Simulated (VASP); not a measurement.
Crystal: In5GaAs6.

```
In Ga As
1.0
     4.08547    0.00000    0.00000
     0.00000    4.08547    0.00000
     0.00000    0.00000   17.33317
In Ga As
5 1 6
Direct
  0.50000 0.50000 0.16667
  0.00000 0.00000 0.33333
  0.50000 0.50000 0.50000
  0.00000 0.00000 0.66667
  0.50000 0.50000 0.83333
  0.00000 0.00000 0.00000
  0.50000 0.00000 0.25000
  0.00000 0.50000 0.41667
  0.50000 0.00000 0.58333
  0.00000 0.50000 0.75000
  0.50000 0.00000 0.91667
  0.00000 0.50000 0.08333
```

```yaml
Program: VASP 6.6.1
Task: relaxation of cell and atoms
Functional: PBE
Potentials_or_basis: VASP PAW PBE potentials, release 64 (In_d, Ga_d, As)
Cutoff: 600 eV
k_mesh: 4 × 4 × 1
Occupations: gaussian, width 0.1 eV
Spin: no spin polarisation
```

At the start: pressure 13.5 GPa; volume 24.11 Å³/atom.

How do energy, volume and symmetry change on relaxing?

Over 14 steps the energy falls by 188.4 meV/atom and the volume is 28.75 Å³/atom (+19.2 %); space group P-4m2 (No. 115, to 0.05 Å).

The path:
| step | energy change (eV) | largest force (eV/Å) | pressure (GPa) | volume (Å³) |
| --- | --- | --- | --- | --- |
| 1 | 0.0000 | 1.6104 | 13.50 | 289.31 |
| 2 | -1.6764 | 0.2756 | -3.93 | 382.97 |
| 3 | -2.1510 | 0.5052 | -0.11 | 347.20 |
| 4 | -2.1505 | 0.4904 | -0.28 | 348.43 |
| 5 | -2.1796 | 0.3494 | -0.23 | 347.75 |
| 6 | -2.2197 | 0.2311 | -0.03 | 345.68 |
| 7 | -2.2323 | 0.1655 | 0.05 | 345.04 |
| 8 | -2.2412 | 0.1638 | 0.21 | 343.88 |
| 9 | -2.2492 | 0.1372 | -0.06 | 345.64 |
| 10 | -2.2514 | 0.1129 | -0.31 | 347.29 |
| 11 | -2.2579 | 0.1052 | -0.08 | 345.62 |
| 12 | -2.2589 | 0.1038 | 0.04 | 344.75 |
| 13 | -2.2606 | 0.0494 | 0.02 | 344.86 |
| 14 | -2.2610 | 0.0187 | 0.01 | 344.95 |

Final structure:
```cif
data_structure
_symmetry_space_group_name_H-M 'P 1'
_symmetry_Int_Tables_number 1
_cell_length_a 4.3577
_cell_length_b 4.3577
_cell_length_c 18.1653
_cell_angle_alpha 90.000
_cell_angle_beta 90.000
_cell_angle_gamma 90.000
_cell_volume 344.95
loop_
_atom_site_label
_atom_site_type_symbol
_atom_site_fract_x
_atom_site_fract_y
_atom_site_fract_z
_atom_site_occupancy
In1 In 0.50000 0.50000 0.15885 1
In2 In 0.00000 0.00000 0.32953 1
In3 In 0.50000 0.50000 0.50000 1
In4 In 0.00000 0.00000 0.67047 1
In5 In 0.50000 0.50000 0.84115 1
Ga1 Ga 0.00000 0.00000 0.00000 1
As1 As 0.50000 0.00000 0.24426 1
As2 As 0.00000 0.50000 0.41480 1
As3 As 0.50000 0.00000 0.58520 1
As4 As 0.00000 0.50000 0.75574 1
As5 As 0.50000 0.00000 0.92685 1
As6 As 0.00000 0.50000 0.07315 1
```

Caveat: the k points lie up to 0.36 Å⁻¹ apart in the final cell; the volume moved by over 15 % at a fixed basis, so the end points are rough.
